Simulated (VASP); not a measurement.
# MgB2 (P6/mmm) in VASP: a series of runs, part 2 of 2

VASP 6.6.1. The steps go on from the part before.

### Step 4. Electric field gradients, LDA (volume scaled by 1.06)

File INCAR:

```
ALGO = Normal
EDIFF = 1E-8
ENCUT = 520
GGA = CA
ISIF = 2
ISMEAR = -1
LASPH = T
LCHARG = F
LEFG = T
LREAL = F
LWAVE = F
NBANDS = 11
NELM = 60
PREC = Accurate
SIGMA = 0.05
```

File KPOINTS:

```
k-points
0
Gamma
  12 12 9
```

File POSCAR:

```
MgB2
1.0
    3.1455062765      0.0000000000      0.0000000000
   -1.5727531383      2.7240883433      0.0000000000
    0.0000000000      0.0000000000      3.5920959734
Mg B
1 2
Direct
    0.0000000000      0.0000000000      0.0000000000
    0.3333333333      0.6666666667      0.5000000000
    0.6666666667      0.3333333333      0.5000000000
```

Potentials or basis: VASP PAW LDA potentials, release 64 (Mg, B).

Launch:

```console
$ cat potpaw_LDA.64/Mg/POTCAR potpaw_LDA.64/B/POTCAR > POTCAR
$ mpirun -np 1 vasp_std > vasp.out
```

OUTCAR:

```text
EDIFF = 1E-8
   ENCUT = 520
   GGA = CA
   ISIF = 2
   ISMEAR = -1
   LASPH = T
   LREAL = F
   NELM = 60
   PREC = Accurate

 ion  position               nearest neighbor table
   1  0.000  0.000  0.000-   2 2.55   3 2.55   2 2.55   3 2.55   3 2.55   3 2.55   2 2.55   2 2.55
                             3 2.55   3 2.55   2 2.55   2 2.55
   2  0.333  0.667  0.500-   3 1.82   3 1.82   3 1.82   1 2.55   1 2.55   1 2.55   1 2.55   1 2.55
                             1 2.55
   3  0.667  0.333  0.500-   2 1.82   2 1.82   2 1.82   1 2.55   1 2.55   1 2.55   1 2.55   1 2.55
                             1 2.55

  LATTYP: Found a hexagonal cell.
 ALAT       =     3.1455062765
 C/A-ratio  =     1.1419770484

  Lattice vectors:

 A1 = (   3.1455062765,   0.0000000000,   0.0000000000)
 A2 = (  -1.5727531383,   2.7240883433,   0.0000000000)
 A3 = (   0.0000000000,   0.0000000000,   3.5920959734)

Analysis of symmetry for initial positions (statically):
=====================================================================
 Subroutine PRICEL returns:
 Original cell was already a primitive cell.

 Routine SETGRP: Setting up the symmetry group for a
 hexagonal supercell.

 Subroutine GETGRP returns: Found 24 space group operations
 (whereof 24 operations were pure point group operations)
 out of a pool of 24 trial point group operations.

The static configuration has the point symmetry D_6h.

Analysis of symmetry for dynamics (positions and initial velocities):
=====================================================================
 Subroutine PRICEL returns:
 Original cell was already a primitive cell.

 Routine SETGRP: Setting up the symmetry group for a
 hexagonal supercell.

 Subroutine GETGRP returns: Found 24 space group operations
 (whereof 24 operations were pure point group operations)
 out of a pool of 24 trial point group operations.

The dynamic configuration has the point symmetry D_6h.

 Subroutine INISYM returns: Found 24 space group operations
 (whereof 24 operations are pure point group operations),
 and found     1 'primitive' translations

----------------------------------------------------------------------------------------

                                     Primitive cell

  volume of cell :      30.7794

  direct lattice vectors                    reciprocal lattice vectors
     3.145506276  0.000000000  0.000000000     0.317913847  0.183547645  0.000000000
    -1.572753138  2.724088343  0.000000000     0.000000000  0.367095290  0.000000000
     0.000000000  0.000000000  3.592095973     0.000000000  0.000000000  0.278388998

  length of vectors
     3.145506276  3.145506277  3.592095973     0.367095290  0.367095290  0.278388998

  position of ions in fractional coordinates (direct lattice)
     0.000000000  0.000000000  0.000000000
     0.333333333  0.666666667  0.500000000
     0.666666667  0.333333333  0.500000000

  ion indices of the primitive-cell ions
   primitive index   ion index
                 1           1
                 2           2
[... 87 lines left out ...]
   EFERMI =   0.00;   METHOD = LEGACY
   ISMEAR =    -1;   SIGMA  =   0.05  broadening in eV -4-tet -1-fermi 0-gaus
   EFERMI_NEDOS =   21; number of points for ismear=-14 and -15
   IALGO  =     38    algorithm
   IMIX   =      4    mixing-type and parameters
     AMIX     =   0.40;   BMIX     =  1.00
     AMIX_MAG =   1.60;   BMIX_MAG =  1.00
  volume/ion in A,a.u.               =      10.26        69.24
  Fermi-wavevector in a.u.,A,eV,Ry     =   1.044764  1.974318 14.851197  1.091532
  Thomas-Fermi vector in A             =   2.179531
   LORBIT       =      0    0 simple, 1 ext, 2 COOP (PROOUT), +10 PAW based schemes
   GGA     = CA    functional components
   LHFCALC =     F    Hartree Fock is set to
   AEXX    =    0.0000 exact exchange contribution
   IVDW    =     0    specifies the selected vdW correction
   LEPSILON=     F    determine dielectric tensor
   LRPA    =     F    only Hartree local field effects (RPA)
 non-spin polarized calculation
  energy-cutoff  :      520.00
  volume of cell :       30.78
 maximum number of plane-waves:       844
 NGX is ok and might be reduce to    24
   NGX = 11   NGY = 11   NGZ = 13

 number of electron       8.0000000 magnetization

 Free energy of the ion-electron system (eV)
  ---------------------------------------------------
  ext. energy  EPLUGINS =         0.00000000
  ---------------------------------------------------
  free energy    TOTEN  =       -17.12388327 eV

  energy without entropy =      -17.11958183  energy(sigma->0) =      -17.12173255

 E-fermi :   4.7644     XC(G=0): -10.8665

 val. band max:        4.6899773211   @ k =   0.3333   0.3333   0.2222
 cond. band min:       4.7846266680   @ k =   0.4167   0.1667   0.1111
 fundamental gap:      0.0946493469
 Fermi energy:         4.7643683253

 k-point     1 :       0.0000    0.0000    0.0000
  band No.  band energies     occupation
      1      -7.1459      2.00000
      2       1.9912      2.00000
      3       5.1138      0.00184
      4       5.1138      0.00184
      5       6.3045      0.00000
      6      10.8157      0.00000
      7      10.8157      0.00000
      8      12.3866      0.00000
      9      14.1184      0.00000
     10      16.7119      0.00000
     11      20.2927      0.00000
[... 309 lines left out ...]
 k-point    24 :       0.3333   -0.0000    0.1111
  band No.  band energies     occupation
      1      -5.2300      2.00000
      2      -0.0416      2.00000
      3       3.0148      2.00000
      4       3.1608      2.00000
      5       8.4804      0.00000
      6       9.2152      0.00000
      7       9.7616      0.00000
      8      13.6671      0.00000
      9      16.0176      0.00000
     10      16.7279      0.00000
     11      17.0687      0.00000

 [... further k-points ...]
[... 5 lines left out ...]
  --------------------------------------------------------------------------------------
  -------------------------------------------------------------------------------------
  Total       -3.2137480     -3.2137480     -2.3659213      0.0000000     -0.0000000     -0.0000000
  in kB     -167.2872060   -167.2872060   -123.1547606      0.0000000     -0.0000000     -0.0000000
  external PRESSURE =    -152.5763909 kB  Pullay stress =       0.0000000 kB

 VOLUME and BASIS-vectors are now :
 -----------------------------------------------------------------------------
  energy-cutoff  :      520.00
  volume of cell :       30.78
      direct lattice vectors                 reciprocal lattice vectors
     3.145506276  0.000000000  0.000000000     0.317913847  0.183547645  0.000000000
    -1.572753138  2.724088343  0.000000000     0.000000000  0.367095290  0.000000000
     0.000000000  0.000000000  3.592095973     0.000000000  0.000000000  0.278388998

 POSITION                                       TOTAL-FORCE (eV/Angst)
 -----------------------------------------------------------------------------------
      0.00000      0.00000      0.00000         0.000000      0.000000      0.000000
     -0.00000      1.81606      1.79605        -0.000000      0.000000      0.000000
      1.57275      0.90803      1.79605         0.000000     -0.000000      0.000000
 -----------------------------------------------------------------------------------
    total drift:                                0.000000     -0.000000      0.000000

  FREE ENERGIE OF THE ION-ELECTRON SYSTEM (eV)
  ---------------------------------------------------
  free  energy   TOTEN  =       -17.1238832672 eV

  energy  without entropy=      -17.1195818252  energy(sigma->0) =      -17.12173255

 Electric field gradients (V/A^2)
---------------------------------------------------------------------
 ion       V_xx      V_yy      V_zz      V_xy      V_xz      V_yz
---------------------------------------------------------------------
   1       0.159     0.159    -0.318    -0.000    -0.000    -0.000
   2      -9.817    -9.817    19.634     0.000     0.000    -0.000
   3      -9.817    -9.817    19.634     0.000     0.000     0.000
---------------------------------------------------------------------

 Electric field gradients after diagonalization (V/A^2)
 (convention: |V_zz| > |V_xx| > |V_yy|)
----------------------------------------------------------------------
 ion       V_xx      V_yy      V_zz     asymmetry (V_yy - V_xx)/ V_zz
----------------------------------------------------------------------
   1       0.159     0.159    -0.318       0.000
   2      -9.817    -9.817    19.634       0.000
   3      -9.817    -9.817    19.634       0.000
----------------------------------------------------------------------

           NMR quadrupolar parameters

 Cq : quadrupolar parameter    Cq=e*Q*V_zz/h
 eta: asymmetry parameters     (V_yy - V_xx)/ V_zz
 Q  : nuclear electric quadrupole moment in mb (millibarn)
----------------------------------------------------------------------
 ion       Cq(MHz)       eta       Q (mb)
----------------------------------------------------------------------
   1      -0.001       0.000       1.000
   2       0.047       0.000       1.000
   3       0.047       0.000       1.000
----------------------------------------------------------------------
```

OSZICAR:

```text
N       E                     dE             d eps       ncg     rms          rms(c)
DAV:   1     0.181069224196E+01    0.18107E+01   -0.37824E+03  2226   0.608E+02
DAV:   2    -0.182937706359E+02   -0.20104E+02   -0.18632E+02  2742   0.103E+02
DAV:   3    -0.188288440045E+02   -0.53507E+00   -0.53305E+00  2736   0.141E+01
DAV:   4    -0.188299689773E+02   -0.11250E-02   -0.11248E-02  2467   0.691E-01
DAV:   5    -0.188299723698E+02   -0.33925E-05   -0.33927E-05  2621   0.375E-02    0.490E+00
DAV:   6    -0.173678844445E+02    0.14621E+01   -0.19136E+00  2383   0.617E+00    0.221E+00
DAV:   7    -0.171336852644E+02    0.23420E+00   -0.10065E+00  2446   0.446E+00    0.657E-01
DAV:   8    -0.171335747331E+02    0.11053E-03   -0.12965E-01  2339   0.182E+00    0.390E-01
DAV:   9    -0.171240408280E+02    0.95339E-02   -0.22236E-02  2335   0.659E-01    0.662E-02
DAV:  10    -0.171238870893E+02    0.15374E-03   -0.14350E-03  2586   0.204E-01    0.201E-02
DAV:  11    -0.171238844307E+02    0.26585E-05   -0.38972E-05  2336   0.376E-02    0.442E-03
DAV:  12    -0.171238833479E+02    0.10828E-05   -0.58106E-06  2419   0.104E-02    0.147E-03
DAV:  13    -0.171238832695E+02    0.78496E-07   -0.22732E-07  2377   0.276E-03    0.308E-04
DAV:  14    -0.171238832672E+02    0.22690E-08   -0.13524E-08  1992   0.691E-04
   1 F= -.17123883E+02 E0= -.17121733E+02  d E =-.430144E-02
```

Wall time 37 s (1 thread of Intel Xeon 6975P-C, shared host); peak memory 0.15 GiB.

What came out:

```yaml
Free_energy: -17.1239 eV
Pressure: -15.3 GPa
Band_gap_on_the_k_mesh: zero (band 4 reaches 6.54 eV, above the bottom of band 5 at 2.99 eV)
```

Stress tensor (GPa, compression positive):
```
-16.73   0.00   0.00
  0.00 -16.73   0.00
  0.00   0.00 -12.32
```

Electric field gradients, principal values (V/Å²):
| atom | least | middle | greatest (by size) |
| --- | --- | --- | --- |
| 1 Mg | 0.159 | 0.159 | -0.318 |
| 2 B | -9.817 | -9.817 | 19.634 |
| 3 B | -9.817 | -9.817 | 19.634 |

Caveat: the cell differs from its parent crystal (volume scaled by 1.06); without QUAD_EFG the Cq values of the log hold for a quadrupole moment of 1 mb, not for the nuclei.

### Step 5. Density of states, LDA

This run uses another cell than the first one, of 9.68 Å³/atom, 0.962 times its volume.

File POSCAR:

```
MgB2
1.0
    3.0850007055      0.0000000000      0.0000000000
   -1.5425003528      2.6716889817      0.0000000000
    0.0000000000      0.0000000000      3.5230000000
Mg B
1 2
Direct
    0.0000000000      0.0000000000      0.0000000000
    0.3333333333      0.6666666667      0.5000000000
    0.6666666667      0.3333333333      0.5000000000
```

File INCAR.step1:

```
SYSTEM = MgB2
PREC = Accurate
ENCUT = 520
EDIFF = 1E-6
ISMEAR = -1
SIGMA = 0.05
LREAL = .FALSE.
LASPH = .TRUE.
NELM = 80
ALGO = Normal
ISIF = 2
LWAVE = .FALSE.
LCHARG = .TRUE.
GGA = CA
NBANDS = 11
```

File KPOINTS.step1:

```
Automatic mesh
0
G
  12 12 9
  0 0 0
```

File INCAR.step2:

```
SYSTEM = MgB2
PREC = Accurate
ENCUT = 520
EDIFF = 1E-6
ISMEAR = -5
SIGMA = 0.05
LREAL = .FALSE.
LASPH = .TRUE.
NELM = 80
ALGO = Normal
ISIF = 2
LWAVE = .FALSE.
LCHARG = .FALSE.
GGA = CA
LORBIT = 11
NBANDS = 11
NEDOS = 1001
ICHARG = 11
```

File KPOINTS.step2:

```
Automatic mesh
0
G
  18 18 14
  0 0 0
```

Potentials or basis: VASP PAW LDA potentials, release 64 (Mg, B).

Launch:

```console
$ cat potpaw_LDA.64/Mg/POTCAR potpaw_LDA.64/B/POTCAR > POTCAR
$ cp INCAR.step1 INCAR
$ cp KPOINTS.step1 KPOINTS
$ mpirun -np 1 vasp_std > vasp.out
$ cp INCAR.step2 INCAR
$ cp KPOINTS.step2 KPOINTS
$ mpirun -np 1 vasp_std > vasp.out
```

OUTCAR:

```text
SYSTEM = MgB2
   PREC = Accurate
   ENCUT = 520
   EDIFF = 1E-6
   ISMEAR = -5
   LREAL = .FALSE.
   LASPH = .TRUE.
   NELM = 80
   ISIF = 2
   GGA = CA
   LORBIT = 11
   ICHARG = 11

 ion  position               nearest neighbor table
   1  0.000  0.000  0.000-   2 2.51   3 2.51   2 2.51   3 2.51   3 2.51   3 2.51   2 2.51   2 2.51
                             3 2.51   3 2.51   2 2.51   2 2.51
   2  0.333  0.667  0.500-   3 1.78   3 1.78   3 1.78   1 2.51   1 2.51   1 2.51   1 2.51   1 2.51
                             1 2.51
   3  0.667  0.333  0.500-   2 1.78   2 1.78   2 1.78   1 2.51   1 2.51   1 2.51   1 2.51   1 2.51
                             1 2.51

  LATTYP: Found a hexagonal cell.
 ALAT       =     3.0850007055
 C/A-ratio  =     1.1419770484

  Lattice vectors:

[... 535 lines left out ...]
  external PRESSURE =     -79.9528202 kB  Pullay stress =       0.0000000 kB

 VOLUME and BASIS-vectors are now :
 -----------------------------------------------------------------------------
  energy-cutoff  :      520.00
  volume of cell :       29.04
      direct lattice vectors                 reciprocal lattice vectors
     3.085000706  0.000000000  0.000000000     0.324149034  0.187147532  0.000000000
    -1.542500353  2.671688982  0.000000000     0.000000000  0.374295065  0.000000000
     0.000000000  0.000000000  3.523000000     0.000000000  0.000000000  0.283848992

 POSITION                                       TOTAL-FORCE (eV/Angst)
 -----------------------------------------------------------------------------------
      0.00000      0.00000      0.00000         0.000000      0.000000     -0.000000
     -0.00000      1.78113      1.76150        -0.000000      0.000000      0.000000
      1.54250      0.89056      1.76150         0.000000     -0.000000     -0.000000
 -----------------------------------------------------------------------------------
    total drift:                                0.000000     -0.000000      0.000000

  FREE ENERGIE OF THE ION-ELECTRON SYSTEM (eV)
  ---------------------------------------------------
  free  energy   TOTEN  =       -17.2465897171 eV

  energy  without entropy=      -17.2465897171  energy(sigma->0) =      -17.24658972

 total charge

# of ion       s       p       d       tot
------------------------------------------
    1        0.164   0.183   0.057   0.403
    2        0.681   1.238   0.000   1.919
    3        0.681   1.238   0.000   1.919
--------------------------------------------------
tot          1.525   2.659   0.057   4.241
```

OUTCAR.step1:

```text
SYSTEM = MgB2
   PREC = Accurate
   ENCUT = 520
   EDIFF = 1E-6
   ISMEAR = -1
   LREAL = .FALSE.
   LASPH = .TRUE.
[... 564 lines left out ...]
      0.00000      0.00000      0.00000        -0.000000      0.000000      0.000000
     -0.00000      1.78113      1.76150         0.000000     -0.000000     -0.000000
      1.54250      0.89056      1.76150         0.000000      0.000000      0.000000
 -----------------------------------------------------------------------------------
    total drift:                                0.000000     -0.000000      0.000000

  FREE ENERGIE OF THE ION-ELECTRON SYSTEM (eV)
  ---------------------------------------------------
  free  energy   TOTEN  =       -17.2526265207 eV

  energy  without entropy=      -17.2483282458  energy(sigma->0) =      -17.25047738
```

OSZICAR.step1:

```text
N       E                     dE             d eps       ncg     rms          rms(c)
DAV:   1     0.112835566818E+01    0.11284E+01   -0.38219E+03  2250   0.612E+02
DAV:   2    -0.185552470845E+02   -0.19684E+02   -0.18721E+02  2696   0.106E+02
DAV:   3    -0.190875599058E+02   -0.53231E+00   -0.52907E+00  2696   0.140E+01
DAV:   4    -0.190886942396E+02   -0.11343E-02   -0.11342E-02  2460   0.705E-01
DAV:   5    -0.190886977698E+02   -0.35302E-05   -0.35303E-05  2547   0.409E-02    0.516E+00
DAV:   6    -0.175147745578E+02    0.15739E+01   -0.20277E+00  2392   0.651E+00    0.232E+00
DAV:   7    -0.172625582930E+02    0.25222E+00   -0.10624E+00  2438   0.470E+00    0.677E-01
DAV:   8    -0.172630607036E+02   -0.50241E-03   -0.13353E-01  2320   0.190E+00    0.402E-01
DAV:   9    -0.172528365227E+02    0.10224E-01   -0.23038E-02  2327   0.683E-01    0.708E-02
DAV:  10    -0.172526304929E+02    0.20603E-03   -0.16030E-03  2545   0.215E-01    0.200E-02
DAV:  11    -0.172526273502E+02    0.31426E-05   -0.43754E-05  2321   0.415E-02    0.408E-03
DAV:  12    -0.172526265207E+02    0.82954E-06   -0.55152E-06  2396   0.104E-02
   1 F= -.17252627E+02 E0= -.17250477E+02  d E =-.429827E-02
```

It took 34 s on 1 thread of AMD EPYC 9R45 (Zen 5), shared host; peak memory 0.19 GiB.

What came out:

| Property | Result |
| --- | --- |
| Valence electrons inside the program's atomic spheres | Mg 0.40; B 1.92 |

Caveat: tetrahedron occupations give inexact forces and stress in metals.

### Step 6. Overview

| task | cell | k mesh for the DOS | occupations for the DOS | gap on the mesh (eV) | pressure (GPa) |
| --- | --- | --- | --- | --- | --- |
| electric field gradients | a = 3.126, b = 3.126, c = 3.569 Å, angles 90.0, 90.0, 120.0°, 3 atoms | - | - | none | -13.1 |
| electric field gradients | a = 3.146, b = 3.146, c = 3.592 Å, angles 90.0, 90.0, 120.0°, 3 atoms | - | - | none | -15.3 |
| density of states | a = 3.085, b = 3.085, c = 3.523 Å, angles 90.0, 90.0, 120.0°, 3 atoms | 18 × 18 × 14 | tetrahedron | - | - |

Alike in all rows: level LDA; potentials or basis VASP PAW LDA potentials, release 64 (Mg, B); no spin polarisation; k mesh 12 × 12 × 9; cutoff (eV) 520; smearing fermi-dirac 0.05 eV.

Caveats: tetrahedron occupations give inexact forces and stress in metals (some runs).

Absolute energies hang on the potentials; compare differences alone.
